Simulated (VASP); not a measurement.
Set up this calculation in VASP 6.6.1, as the native input.

```yaml
Task: single point
Functional: PBE
Potentials_or_basis: VASP PAW PBE potentials, release 64 (Os)
Cutoff: 520 eV
k_mesh: 13 × 13 × 7
Occupations: methfessel-paxton, width 1 eV
Spin: no spin polarisation
Dipole_correction: no
Further_INCAR_settings: ALGO = Normal; EDIFF = 1e-06; NBANDS = 15
```

The structure of Os lies in POSCAR:

```
Os
1.0
    2.7559294133      0.0000000000      0.0000000000
   -1.3779647066      2.3867048830      0.0000000000
    0.0000000000      0.0000000000      4.3426533301
Os
2
Direct
    0.3333333333      0.6666666667      0.2500000000
    0.6666666667      0.3333333333      0.7500000000
```

One way to write it, as run:

INCAR

```
SYSTEM = Os
  PREC = Accurate
  ENCUT = 520
  EDIFF = 1E-6
  ISMEAR = 1
  SIGMA = 1.0
  LREAL = .FALSE.
  LASPH = .TRUE.
  NELM = 60
  ALGO = Normal
  ISIF = 2
  LWAVE = .FALSE.
  LCHARG = .FALSE.
  GGA = PE
  NBANDS = 15
```

KPOINTS

```
Automatic mesh
0
G
  13 13 7
  0 0 0
```

Potentials or basis: VASP PAW PBE potentials, release 64 (Os).

Command:

```sh
$ cat potpaw_PBE.64/Os/POTCAR > POTCAR
$ mpirun -np 1 vasp_std > vasp.out
```

Results of the run:

```
Pressure               : -1.0 GPa
Band gap on the k mesh : zero (bands 8 and 9 overlap by 3.69 eV)
```

Caveat: so wide a smearing shifts energies and pressures; spin-orbit coupling is left out, which moves the levels of the heavy elements.

It took 53 s on 1 thread of Intel Xeon 8259CL, with other jobs on the host, peak memory 0.16 GiB.
